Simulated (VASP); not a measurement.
# KF (Fm-3m) in VASP: single point with PBE

Aim: the single point of KF with PBE.

All numbers are computed with VASP 6.6.1; they aren't measurements. Logs are shortened: lines on timing, memory, paths and dates and some standing lists are left out, and cuts for length are marked.

## (1) The cell of the first run

It takes space group Fm-3m (No. 225, cubic). Conventional cell: a = 5.419 Å, b = 5.419 Å, c = 5.419 Å, α = 90.00°, β = 90.00°, γ = 90.00°. Within 3.6 Å of K (site symmetry m-3m) lie 6 F at 2.71 Å. Within 3.6 Å of F (site symmetry m-3m) lie 6 K at 2.71 Å.

## (2) Single point, PBE

POSCAR reads:

```
KF
1.0
    0.0000000000      2.7093664282      2.7093664282
    2.7093664282      0.0000000000      2.7093664282
    2.7093664282      2.7093664282      0.0000000000
K F
1 1
Direct
    0.0000000000      0.0000000000      0.0000000000
    0.5000000000      0.5000000000      0.5000000000
```

INCAR.step1 reads:

```
PREC = Accurate
ENCUT = 520
EDIFF = 1E-6
ISMEAR = 0
SIGMA = 0.02
LREAL = F
LASPH = T
NELM = 60
ALGO = Normal
ISIF = 2
LWAVE = F
LCHARG = T
GGA = PE
NBANDS = 15
```

KPOINTS.step1 reads:

```
regular mesh
0
Gamma
  8 8 8
```

INCAR.step2 reads:

```
PREC = Accurate
ENCUT = 520
EDIFF = 1E-6
ISMEAR = -5
SIGMA = 0.02
LREAL = F
LASPH = T
NELM = 60
ALGO = Normal
ISIF = 2
LWAVE = F
LCHARG = F
GGA = PE
LORBIT = 10
NBANDS = 15
NEDOS = 2001
ICHARG = 11
```

KPOINTS.step2 reads:

```
regular mesh
0
Gamma
  12 12 12
```

Potentials or basis: VASP PAW PBE potentials, release 64 (K_sv, F).

On the command line:

```bash
$ cat potpaw_PBE.64/K_sv/POTCAR potpaw_PBE.64/F/POTCAR > POTCAR
$ cp INCAR.step1 INCAR
$ cp KPOINTS.step1 KPOINTS
$ mpirun -np 1 vasp_std > vasp.out
$ cp INCAR.step2 INCAR
$ cp KPOINTS.step2 KPOINTS
$ mpirun -np 1 vasp_std > vasp.out
```

OUTCAR:

```text
PREC = Accurate
   ENCUT = 520
   EDIFF = 1E-6
   ISMEAR = -5
   LREAL = F
   LASPH = T
   NELM = 60
   ISIF = 2
   GGA = PE
   LORBIT = 10
   ICHARG = 11

 ion  position               nearest neighbor table
   1  0.000  0.000  0.000-   2 2.71   2 2.71   2 2.71   2 2.71   2 2.71   2 2.71
   2  0.500  0.500  0.500-   1 2.71   1 2.71   1 2.71   1 2.71   1 2.71   1 2.71

  LATTYP: Found a face centered cubic cell.
 ALAT       =     5.4187328564

  Lattice vectors:

 A1 = (   0.0000000000,   2.7093664282,   2.7093664282)
 A2 = (   2.7093664282,   0.0000000000,   2.7093664282)
 A3 = (   2.7093664282,   2.7093664282,   0.0000000000)

Analysis of symmetry for initial positions (statically):
=====================================================================
 Subroutine PRICEL returns:
 Original cell was already a primitive cell.

 Routine SETGRP: Setting up the symmetry group for a
 face centered cubic supercell.

 Subroutine GETGRP returns: Found 48 space group operations
 (whereof 48 operations were pure point group operations)
 out of a pool of 48 trial point group operations.

The static configuration has the point symmetry O_h .

Analysis of symmetry for dynamics (positions and initial velocities):
=====================================================================
 Subroutine PRICEL returns:
 Original cell was already a primitive cell.

 Routine SETGRP: Setting up the symmetry group for a
 face centered cubic supercell.

 Subroutine GETGRP returns: Found 48 space group operations
 (whereof 48 operations were pure point group operations)
 out of a pool of 48 trial point group operations.

The dynamic configuration has the point symmetry O_h .

 Subroutine INISYM returns: Found 48 space group operations
 (whereof 48 operations are pure point group operations),
 and found     1 'primitive' translations

----------------------------------------------------------------------------------------

                                     Primitive cell

  volume of cell :      39.7771

  direct lattice vectors                    reciprocal lattice vectors
     0.000000000  2.709366428  2.709366428    -0.184544990  0.184544990  0.184544990
     2.709366428  0.000000000  2.709366428     0.184544990 -0.184544990  0.184544990
     2.709366428  2.709366428  0.000000000     0.184544990  0.184544990 -0.184544990

  length of vectors
[... 100 lines left out ...]
   EFERMI_NEDOS =   21; number of points for ismear=-14 and -15
   IALGO  =     38    algorithm
   IMIX   =      4    mixing-type and parameters
     AMIX     =   0.40;   BMIX     =  1.00
     AMIX_MAG =   1.60;   BMIX_MAG =  1.00
  volume/ion in A,a.u.               =      19.89       134.21
  Fermi-wavevector in a.u.,A,eV,Ry     =   1.208473  2.283684 19.870055  1.460408
  Thomas-Fermi vector in A             =   2.344080
   LORBIT       =     10    0 simple, 1 ext, 2 COOP (PROOUT), +10 PAW based schemes
   GGA     = PE    functional components
   LHFCALC =     F    Hartree Fock is set to
   AEXX    =    0.0000 exact exchange contribution
   IVDW    =     0    specifies the selected vdW correction
   LEPSILON=     F    determine dielectric tensor
   LRPA    =     F    only Hartree local field effects (RPA)
 non-spin polarized calculation
 Fermi weights with tetrahedron method with Bloechl corrections
  energy-cutoff  :      520.00
  volume of cell :       39.78
 maximum number of plane-waves:      1090

 number of electron      15.9999983 magnetization

 Free energy of the ion-electron system (eV)
  ---------------------------------------------------
  ext. energy  EPLUGINS =         0.00000000
  ---------------------------------------------------
  free energy    TOTEN  =        -8.29922315 eV

  energy without entropy =       -8.29922315  energy(sigma->0) =       -8.29922315

 E-fermi :  -2.9025     XC(G=0):  -8.2159

 val. band max:       -2.9120870440   @ k =   0.0000   0.0000   0.0000
 cond. band min:       3.0397251818   @ k =   0.0000   0.0000   0.0000
 fundamental gap:      5.9518122258
 Fermi energy:        -2.9025037689

 k-point     1 :       0.0000    0.0000    0.0000
  band No.  band energies     occupation
      1     -29.1684      2.00000
      2     -21.5464      2.00000
      3     -12.4472      2.00000
      4     -12.4472      2.00000
      5     -12.4472      2.00000
      6      -2.9121      2.00000
      7      -2.9121      2.00000
      8      -2.9121      2.00000
      9       3.0397      0.00000
     10       7.6488      0.00000
     11       7.6488      0.00000
     12       7.6488      0.00000
     13       9.2657      0.00000
     14       9.2657      0.00000
[... 401 lines left out ...]
      2     -21.6019      2.00000
      3     -12.7169      2.00000
      4     -12.5788      2.00000
      5     -12.5034      2.00000
      6      -3.5290      2.00000
      7      -3.2035      2.00000
      8      -3.1662      2.00000
      9       6.1752      0.00000
     10       7.1246      0.00000
     11       8.6943      0.00000
     12       9.2917      0.00000
     13      10.8244      0.00000
     14      11.5061      0.00000
     15      12.2616      0.00000

 [... further k-points ...]

------------------------ aborting loop because EDIFF is reached ----------------------------------------

  FORCE on cell =-STRESS in cart. coord.  units (eV):
  Direction    XX          YY          ZZ          XY          YZ          ZX
  --------------------------------------------------------------------------------------
  -------------------------------------------------------------------------------------
  Total        0.0115172      0.0115172      0.0115172      0.0000000      0.0000000     -0.0000000
  in kB        0.4639003      0.4639003      0.4639003      0.0000000      0.0000000     -0.0000000
  external PRESSURE =       0.4639003 kB  Pullay stress =       0.0000000 kB

 VOLUME and BASIS-vectors are now :
 -----------------------------------------------------------------------------
  energy-cutoff  :      520.00
  volume of cell :       39.78
      direct lattice vectors                 reciprocal lattice vectors
     0.000000000  2.709366428  2.709366428    -0.184544990  0.184544990  0.184544990
     2.709366428  0.000000000  2.709366428     0.184544990 -0.184544990  0.184544990
     2.709366428  2.709366428  0.000000000     0.184544990  0.184544990 -0.184544990

 POSITION                                       TOTAL-FORCE (eV/Angst)
 -----------------------------------------------------------------------------------
      0.00000      0.00000      0.00000        -0.000000     -0.000000      0.000000
      2.70937      2.70937      2.70937         0.000000      0.000000     -0.000000
 -----------------------------------------------------------------------------------
    total drift:                                0.000000      0.000000      0.000000

  FREE ENERGIE OF THE ION-ELECTRON SYSTEM (eV)
  ---------------------------------------------------
  free  energy   TOTEN  =        -8.2992231455 eV

  energy  without entropy=       -8.2992231455  energy(sigma->0) =       -8.29922315

 total charge

# of ion       s       p       d       tot
------------------------------------------
    1        1.957   5.590   0.030   7.576
    2        1.730   4.347   0.000   6.077
--------------------------------------------------
tot          3.687   9.937   0.030  13.654
```

OUTCAR.step1:

```text
PREC = Accurate
   ENCUT = 520
   EDIFF = 1E-6
   ISMEAR = 0
   LREAL = F
   LASPH = T
[... 652 lines left out ...]
 -----------------------------------------------------------------------------------
      0.00000      0.00000      0.00000         0.000000      0.000000      0.000000
      2.70937      2.70937      2.70937        -0.000000     -0.000000     -0.000000
 -----------------------------------------------------------------------------------
    total drift:                                0.000000      0.000000      0.000000

  FREE ENERGIE OF THE ION-ELECTRON SYSTEM (eV)
  ---------------------------------------------------
  free  energy   TOTEN  =        -8.2992030205 eV

  energy  without entropy=       -8.2992030205  energy(sigma->0) =       -8.29920302
```

OSZICAR.step1:

```text
N       E                     dE             d eps       ncg     rms          rms(c)
DAV:   1     0.107048508382E+03    0.10705E+03   -0.80732E+03   870   0.103E+03
DAV:   2    -0.528601864857E+01   -0.11233E+03   -0.10388E+03  1159   0.280E+02
DAV:   3    -0.948056058786E+01   -0.41945E+01   -0.41733E+01  1123   0.483E+01
DAV:   4    -0.957499123442E+01   -0.94431E-01   -0.94416E-01  1203   0.669E+00
DAV:   5    -0.957595267878E+01   -0.96144E-03   -0.96144E-03  1139   0.593E-01    0.627E+00
DAV:   6    -0.833294251995E+01    0.12430E+01   -0.35839E+00   912   0.144E+01    0.380E+00
DAV:   7    -0.830204773403E+01    0.30895E-01   -0.65731E-02  1052   0.221E+00    0.212E+00
DAV:   8    -0.829682896220E+01    0.52188E-02   -0.53296E-02   989   0.225E+00    0.197E-01
DAV:   9    -0.829846750061E+01   -0.16385E-02   -0.37510E-03  1038   0.509E-01    0.122E-01
DAV:  10    -0.829906748673E+01   -0.59999E-03   -0.47119E-04   933   0.184E-01    0.644E-02
DAV:  11    -0.829920307312E+01   -0.13559E-03   -0.13170E-04   912   0.945E-02    0.187E-02
DAV:  12    -0.829920293303E+01    0.14008E-06   -0.11723E-05  1088   0.333E-02    0.425E-03
DAV:  13    -0.829920302051E+01   -0.87481E-07   -0.20905E-06   933   0.128E-02
   1 F= -.82992030E+01 E0= -.82992030E+01  d E =-.696356E-13
```

Run time: 70 s. Hardware: 1 thread of Intel Xeon 8259CL, shared host; peak memory 0.17 GiB.

Results:

```yaml
Valence_electrons_inside_the_program's_atomic_spheres: K 7.58; F 6.08
```
